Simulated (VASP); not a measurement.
# CaO (F-43m) in VASP: settings compared, part 2 of 2

VASP 6.6.1. The steps go on from the part before.

### Step 3. Single point, r2SCAN+D3(BJ)

Contents of POSCAR:

```
CaO
1.0
    0.0000000000      2.6067317416      2.6067317416
    2.6067317416      0.0000000000      2.6067317416
    2.6067317416      2.6067317416      0.0000000000
Ca O
1 1
Direct
    0.0000000000      0.0000000000      0.0000000000
    0.2500000000      0.2500000000      0.2500000000
```

Contents of INCAR.step1:

```
ALGO     = Normal         # electronic algorithm
EDIFF    = 1E-5           # SCF threshold, eV
ENCUT    = 660            # plane-wave cutoff, eV
GGA      = PE             # functional
GGA_COMPAT= F            
ISMEAR   = 0              # smearing method
LASPH    = T              # aspherical terms in the spheres
LCHARG   = F              # write CHGCAR
LREAL    = F              # projectors in reciprocal space
LWAVE    = T              # write WAVECAR
NBANDS   = 15             # bands
NELM     = 120            # most SCF steps
PREC     = Accurate       # precision mode
SIGMA    = 0.01           # smearing width, eV
```

Contents of INCAR.step2:

```
ALGO     = Normal         # electronic algorithm
EDIFF    = 1E-6           # SCF threshold, eV
ENCUT    = 660            # plane-wave cutoff, eV
GGA_COMPAT= F            
ISIF     = 2              # what is computed and relaxed
ISMEAR   = 0              # smearing method
ISTART   = 1            
IVDW     = 12             # dispersion correction
LASPH    = T              # aspherical terms in the spheres
LCHARG   = T              # write CHGCAR
LELF     = T              # ELF
LMIXTAU  = T            
LREAL    = F              # projectors in reciprocal space
LVHAR    = T            
LWAVE    = F              # write WAVECAR
METAGGA  = R2SCAN         # meta-GGA
NBANDS   = 15             # bands
NELM     = 120            # most SCF steps
PREC     = Accurate       # precision mode
SIGMA    = 0.01           # smearing width, eV
VDW_A1   = 0.49484001   
VDW_A2   = 5.73083694   
VDW_S6   = 1.0          
VDW_S8   = 0.78981345
```

Contents of KPOINTS:

```
k-points
0
Gamma
  6 6 6
```

Potentials or basis: VASP PAW PBE potentials, release 64 (Ca_sv, O).

Run with:

```console
> cat potpaw_PBE.64/Ca_sv/POTCAR potpaw_PBE.64/O/POTCAR > POTCAR
> cp INCAR.step1 INCAR
> mpirun -np 1 vasp_std > vasp.out
> cp INCAR.step2 INCAR
> mpirun -np 1 vasp_std > vasp.out
```

Run time: 41 s. Hardware: 1 thread of Intel Xeon Platinum 8488C (Sapphire Rapids), shared host; peak memory 0.19 GiB.

It converged, with:

| Item | Value |
| --- | --- |
| Free energy | -19.1495 eV |
| Pressure | -0.2 GPa |
| Band gap on the k mesh | 3.74 eV (least direct gap 4.36 eV) |
| Dispersion energy per atom | -0.101 eV |

Levels at points of the mesh, in eV from the valence-band top:
```csv
k point,band 5,band 6,band 7,band 8,band 9,band 10,band 11,band 12
"(0.00, 0.00, 0.00)",-15.75,-0.62,-0.62,-0.62,3.74,8.66,8.66,10.29
"(0.50, 0.00, 0.00)",-15.02,-0.99,-0.36,-0.36,6.59,8.54,8.54,8.82
"(0.50, 0.50, 0.00)",-14.81,-1.42,0.00,0.00,5.34,7.22,9.75,10.04
```

Caveat: the structure was generated, so it needn't be the stable form of CaO; the PAW data sets were made with another functional, which shifts forces and pressure a little. A k mesh can miss the band edges.

### Step 4. Single point, r2SCAN

POSCAR is that of step 3.

Contents of INCAR.step1:

```
SYSTEM = CaO
PREC = Accurate
ENCUT = 660
ISMEAR = 1
SIGMA = 0.2
LREAL = .False.
LASPH = .True.
NELM = 120
NBANDS = 15
GGA = PE
ALGO = Normal
EDIFF = 1E-5
LWAVE = .True.
LCHARG = .False.
GGA_COMPAT = .False.
```

Contents of INCAR.step2:

```
SYSTEM = CaO
PREC = Accurate
ENCUT = 660
EDIFF = 1E-6
ISMEAR = 1
SIGMA = 0.2
LREAL = .False.
LASPH = .True.
NELM = 120
ALGO = Normal
ISIF = 2
LWAVE = .False.
LCHARG = .False.
METAGGA = R2SCAN
LMIXTAU = .True.
NBANDS = 15
ISTART = 1
GGA_COMPAT = .False.
```

Contents of KPOINTS:

```
Automatic mesh
0
Gamma
  6 6 6
  0 0 0
```

Run with:

```console
> cat potpaw_PBE.64/Ca_sv/POTCAR potpaw_PBE.64/O/POTCAR > POTCAR
> cp INCAR.step1 INCAR
> mpirun -np 1 vasp_std > vasp.out
> cp INCAR.step2 INCAR
> mpirun -np 1 vasp_std > vasp.out
```

It took 42 s on 1 thread of Intel Xeon Platinum 8488C (Sapphire Rapids), shared host; peak memory 0.18 GiB.

The run converged. Its results:

- Free energy: -18.9419 eV
- Pressure: 0.7 GPa
- Band gap on the k mesh: 3.74 eV (least direct gap 4.36 eV)

Levels at points of the mesh, in eV from the valence-band top:
```tsv
k point	band 6	band 7	band 8	band 9	band 10	band 11
(0.00, 0.00, 0.00)	-0.62	-0.62	-0.62	3.74	8.66	8.66
(0.50, 0.00, 0.00)	-0.99	-0.36	-0.36	6.59	8.54	8.54
(0.50, 0.50, 0.00)	-1.42	0.00	0.00	5.34	7.22	9.75
```

Caveat: the structure was generated, so it needn't be the stable form of CaO; the PAW data sets were made with another functional, which shifts forces and pressure a little. A k mesh can miss the band edges.

### Step 5. Single point, r2SCAN

POSCAR is that of step 4.

Contents of INCAR.step1:

```
SYSTEM = CaO
ALGO = Normal
EDIFF = 1E-5
ENCUT = 660
GGA = PE
GGA_COMPAT = .FALSE.
ISMEAR = 0
LASPH = .TRUE.
LCHARG = .FALSE.
LREAL = .FALSE.
LWAVE = .TRUE.
NBANDS = 15
NELM = 120
PREC = Accurate
SIGMA = 0.05
```

Contents of INCAR.step2:

```
SYSTEM = CaO
ALGO = Normal
EDIFF = 1E-6
ENCUT = 660
GGA_COMPAT = .FALSE.
ISIF = 2
ISMEAR = 0
ISTART = 1
LASPH = .TRUE.
LCHARG = .TRUE.
LELF = .TRUE.
LMIXTAU = .TRUE.
LREAL = .FALSE.
LVHAR = .TRUE.
LWAVE = .FALSE.
METAGGA = R2SCAN
NBANDS = 15
NELM = 120
PREC = Accurate
SIGMA = 0.05
```

Contents of KPOINTS:

```
k-points
0
G
  6 6 6
  0 0 0
```

Run with:

```console
> cat potpaw_PBE.64/Ca_sv/POTCAR potpaw_PBE.64/O/POTCAR > POTCAR
> cp INCAR.step1 INCAR
> mpirun -np 1 vasp_std > vasp.out
> cp INCAR.step2 INCAR
> mpirun -np 1 vasp_std > vasp.out
```

Wall time 48 s (1 thread of Intel Xeon Platinum 8488C (Sapphire Rapids), shared host); peak memory 0.18 GiB.

The run converged. Its results:

- Free energy: -18.9470 eV
- Pressure: 0.8 GPa
- Band gap on the k mesh: 3.74 eV (least direct gap 4.36 eV)

Levels at points of the mesh, in eV from the valence-band top:
```
           k point  band 6  band 7  band 8  band 9  band 10  band 11
(0.00, 0.00, 0.00)   -0.62   -0.62   -0.62    3.74     8.66     8.66
(0.50, 0.00, 0.00)   -0.99   -0.36   -0.36    6.59     8.54     8.54
(0.50, 0.50, 0.00)   -1.42    0.00    0.00    5.34     7.22     9.75
```

Caveat: the structure was generated, so it needn't be the stable form of CaO; the PAW data sets were made with another functional, which shifts forces and pressure a little. A k mesh can miss the band edges.

### Step 6. Single point, r2SCAN+rVV10

POSCAR is that of step 5.

Contents of INCAR.step1:

```
SYSTEM = CaO
PREC = Accurate ; ENCUT = 660
ISMEAR = 0 ; SIGMA = 0.01
LREAL = .False. ; LASPH = .True.
NELM = 120 ; NBANDS = 15
GGA = PE ; ALGO = Normal
EDIFF = 1E-5 ; LWAVE = .True.
LCHARG = .False. ; GGA_COMPAT = .False.
```

Contents of INCAR.step2:

```
SYSTEM = CaO
PREC = Accurate ; ENCUT = 660
EDIFF = 1E-6 ; ISMEAR = 0
SIGMA = 0.01 ; LREAL = .False.
LASPH = .True. ; NELM = 120
ALGO = Normal ; ISIF = 2
LWAVE = .False. ; LCHARG = .False.
METAGGA = R2SCAN ; LMIXTAU = .True.
LUSE_VDW = .True. ; IVDW_NL = 2
BPARAM = 11.95 ; CPARAM = 0.0093
NBANDS = 15 ; ISTART = 1
GGA_COMPAT = .False.
```

Contents of KPOINTS:

```
Automatic mesh
0
Gamma
  6 6 6
  0 0 0
```

Potentials or basis: VASP PAW PBE potentials, release 64 (Ca_sv, O).

Run with:

```console
> cat potpaw_PBE.64/Ca_sv/POTCAR potpaw_PBE.64/O/POTCAR > POTCAR
> cp INCAR.step1 INCAR
> mpirun -np 1 vasp_std > vasp.out
> cp INCAR.step2 INCAR
> mpirun -np 1 vasp_std > vasp.out
```

It took 87 s on 1 thread of Intel Xeon Platinum 8488C (Sapphire Rapids), shared host; peak memory 0.31 GiB.

It converged, with:

* Free energy: -18.4704 eV
* Pressure: 0.1 GPa
* Band gap on the k mesh: 3.64 eV (least direct gap 4.27 eV)

Levels at points of the mesh, in eV from the valence-band top:
| k point | band 5 | band 6 | band 7 | band 8 | band 9 | band 10 | band 11 | band 12 |
| --- | --- | --- | --- | --- | --- | --- | --- | --- |
| (0.00, 0.00, 0.00) | -15.75 | -0.62 | -0.62 | -0.62 | 3.64 | 8.67 | 8.67 | 10.29 |
| (0.50, 0.00, 0.00) | -15.02 | -1.00 | -0.36 | -0.36 | 6.53 | 8.53 | 8.53 | 8.74 |
| (0.50, 0.50, 0.00) | -14.80 | -1.43 | 0.00 | 0.00 | 5.27 | 7.19 | 9.77 | 10.06 |

Caveat: the structure was generated, so it needn't be the stable form of CaO; the PAW data sets were made with another functional, which shifts forces and pressure a little. A k mesh can miss the band edges.

### Step 7. Summary

```tsv
level	smearing	gap on the mesh (eV)	pressure (GPa)
r2SCAN	methfessel-paxton 0.05 eV	3.74	0.8
r2SCAN+D3(BJ)	gaussian 0.01 eV	3.74	-0.2
r2SCAN	methfessel-paxton 0.2 eV	3.74	0.7
r2SCAN	gaussian 0.05 eV	3.74	0.8
r2SCAN+rVV10	gaussian 0.01 eV	3.64	0.1
```

Alike in all rows: task single point; potentials or basis VASP PAW PBE potentials, release 64 (Ca_sv, O); no spin polarisation; cell as given; k mesh 6 × 6 × 6; cutoff (eV) 660.

On the cell as given the gap runs from 3.64 eV (r2SCAN+rVV10) to 3.74 eV (r2SCAN). The pressure there spans -0.2 GPa (r2SCAN+D3(BJ)) to 0.8 GPa (r2SCAN); a positive pressure means that this level wants a larger cell, a negative one a smaller.

Caveats: the structure was generated, so it needn't be the stable form of CaO; the PAW data sets were made with another functional, which shifts forces and pressure a little.

Absolute energies hang on the potentials; compare differences alone.
